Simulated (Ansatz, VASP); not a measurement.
**WSe2: VASP beside Ansatz**

File INCAR:

```
ALGO = Normal
DIPOL = 0.5 0.5 0.388
EDIFF = 1E-7
ENCUT = 520
GGA = PE
IDIPOL = 3
ISIF = 2
ISMEAR = 0
IVDW = 12
LASPH = True
LCHARG = False
LDIPOL = True
LREAL = False
LWAVE = False
NBANDS = 35
NELM = 60
PREC = Accurate
SIGMA = 0.05
```

The input KPOINTS:

```
k-points
0
Gamma
  9 9 1
```

The input POSCAR:

```
WSe2
1.0
    3.2854929709      0.0000000000      0.0000000000
   -1.6427464855      2.8453203767      0.0000000000
    0.0000000000      0.0000000000     24.2386466774
Se W
4 2
Direct
    0.3333333333      0.6666666667      0.1856539294
    0.3333333333      0.6666666667      0.3246601777
    0.5555555556      0.4444444444      0.4517299783
    0.5555555556      0.4444444444      0.5907362267
    0.6666666667      0.3333333333      0.2551570536
    0.8888888889      0.1111111111      0.5212331025
```

Input for Ansatz:

```yaml
crystal:
  lattice:
    - [3.2854929709, 0.0, 0.0]
    - [-1.6427464855, 2.8453203767, 0.0]
    - [0.0, 0.0, 24.2386466774]
  atoms:
    - { symbol: Se, position: [0.3333333333, 0.6666666667, 0.1856539294] }
    - { symbol: W, position: [0.6666666667, 0.3333333333, 0.2551570536] }
    - { symbol: Se, position: [0.3333333333, 0.6666666667, 0.3246601777] }
    - { symbol: Se, position: [0.5555555556, 0.4444444444, 0.4517299783] }
    - { symbol: W, position: [0.8888888889, 0.1111111111, 0.5212331025] }
    - { symbol: Se, position: [0.5555555556, 0.4444444444, 0.5907362267] }
basis:
  ecutwfc: 420
kpoints:
  mp_grid: { grid: [9, 9, 1] }
hamiltonian:
  xc: pbe
  pseudopotentials: { kind: paw, azcp: { folder: soft_1 } }
  dispersion: d3bj
scf:
  occupations: { method: gaussian, width: 0.05 }
output:
  forces: true
  eigenvalues: true
efield:
  axis: 3
  dipole_correction: true
  ramp_width: 0.04
```

Alike in both runs: task single point; functional PBE; dispersion D3(BJ); k mesh 9 × 9 × 1; occupations gaussian, width 0.05 eV; no spin polarisation.

|  | VASP | Ansatz |
| --- | --- | --- |
| version | VASP 6.6.1 | Ansatz 0.2.0 |
| potentials or method | VASP PAW PBE potentials, release 64 (Se, W_sv), cutoff 520 eV | scalar-relativistic, plane waves, PAW |
| valence electrons in the cell | 52 | 92 |

Ansatz gave:

- gap on the k mesh at the Fermi level (eV): 1.37
- least direct gap on the mesh (eV): 1.62
- rms of the force components (eV/Å): 0.060

Problem. What did VASP give for the same quantities?

Solution. gap on the k mesh at the Fermi level (eV): 1.36; least direct gap on the mesh (eV): 1.62; rms of the force components (eV/Å): 0.051.

VASP's potentials hold 52 valence electrons a cell and Ansatz's 92, so a difference there can come from the potentials and not from the codes.

Neither program's run includes spin-orbit coupling.
